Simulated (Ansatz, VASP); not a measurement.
Nb: VASP beside Ansatz

File INCAR:

```
SYSTEM = Nb
ALGO = Fast ; EDIFF = 1E-7
ENCUT = 520 ; GGA = PS
ISIF = 2 ; ISMEAR = 0
LASPH = .True. ; LCHARG = .True.
LELF = .True. ; LREAL = .False.
LVHAR = .True. ; LWAVE = .False.
NBANDS = 12 ; NELM = 100
PREC = Accurate ; SIGMA = 0.15
```

File KPOINTS:

```
k-points
0
Gamma
  20 20 20
  0 0 0
```

Contents of POSCAR:

```
Nb
1.0
    0.0000000000      2.1150000000      2.0515500000
    2.1150000000      0.0000000000      2.0515500000
    2.1150000000      2.1150000000      0.0000000000
Nb
1
Direct
    0.0000000000      0.0000000000      0.0000000000
```

Input for Ansatz:

```yaml
crystal:
  lattice:
    - [0.0, 2.115, 2.05155]
    - [2.115, 0.0, 2.05155]
    - [2.115, 2.115, 0.0]
  atoms:
    - { symbol: Nb, position: [0.0, 0.0, 0.0] }
basis:
  ecutwfc: 420
kpoints:
  mp_grid: { grid: [20, 20, 20] }
hamiltonian:
  xc: pbesol
scf:
  occupations: { method: gaussian, width: 0.15 }
output:
  forces: true
  stress: true
  eigenvalues: true
```

Change from the starting cell: strain +0.000 along x and y, -0.030 along z, atoms carried along.

Alike in both runs: task single point; functional PBEsol; k mesh 20 × 20 × 20; occupations gaussian, width 0.15 eV; no spin polarisation.

|  | VASP | Ansatz |
| --- | --- | --- |
| version | VASP 6.6.1 | Ansatz 0.2.0 |
| potentials or method | VASP PAW PBE potentials, release 64 (Nb_sv), cutoff 520 eV | scalar-relativistic, plane waves, PAW |
| valence electrons in the cell | 13 | 13 |

```tsv
	VASP	Ansatz	Ansatz less VASP
gap on the k mesh at the Fermi level (eV)	none	none	-
pressure (GPa)	-2.6	-2.3	+0.29
traceless stress, the component that is largest in VASP (GPa)	-5.82	-5.85	-0.034
```

VASP's potentials were made for PBE, not for PBEsol. A gap of «none» marks a metal or a gap that the smearing closes. With one functional, cell and mesh, what is left measures potentials, basis and numerics.
